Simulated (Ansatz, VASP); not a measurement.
**MgO in VASP and in Ansatz**

File INCAR:

```
PREC = Accurate ; ENCUT = 520
EDIFF = 1E-6 ; ISMEAR = 0
SIGMA = 0.01 ; LREAL = False
LASPH = True ; NELM = 60
ALGO = Normal ; ISIF = 2
LWAVE = False ; LCHARG = False
GGA = PE ; NBANDS = 11
```

File KPOINTS:

```
regular mesh
0
Gamma
  8 8 8
```

Contents of POSCAR:

```
MgO
1.0
    2.7119882307      0.0000000000      0.0000000000
    0.0000000000      2.7119882307      0.0000000000
    0.0000000000      0.0000000000      2.7119882307
Mg O
1 1
Direct
    0.0000000000      0.0000000000      0.0000000000
    0.5000000000      0.5000000000      0.5000000000
```

Input for Ansatz:

```yaml
crystal:
  lattice:
    - [2.7119882307, 0.0, 0.0]
    - [0.0, 2.7119882307, 0.0]
    - [0.0, 0.0, 2.7119882307]
  atoms:
    - { symbol: Mg, position: [0.0, 0.0, 0.0] }
    - { symbol: O, position: [0.5, 0.5, 0.5] }
kpoints:
  mp_grid: { grid: [8, 8, 8] }
hamiltonian:
  xc: pbe
scf:
  occupations: { method: fixed }
  n_extra_bands: 4
output:
  forces: true
  stress: true
  eigenvalues: true
```

Alike in both runs: task single point; functional PBE; k mesh 8 × 8 × 8; no spin polarisation.

|  | VASP | Ansatz |
| --- | --- | --- |
| version | VASP 6.6.1 | Ansatz 0.2.0 |
| potentials or method | VASP PAW PBE potentials, release 64 (Mg, O) | plane waves, PAW |
| plane-wave cutoff (eV) | 520 | 420 |
| occupations | gaussian, width 0.01 eV | fixed |
| valence electrons in the cell | 8 | 16 |

VASP gave:

- gap on the k mesh at the Fermi level (eV): 1.76
- pressure (GPa): -7.8

Problem. Which values does Ansatz return?

Solution. gap on the k mesh at the Fermi level (eV): 1.79; pressure (GPa): -7.2.

VASP's potentials hold 8 valence electrons a cell and Ansatz's 16, so a difference there can come from the potentials and not from the codes.
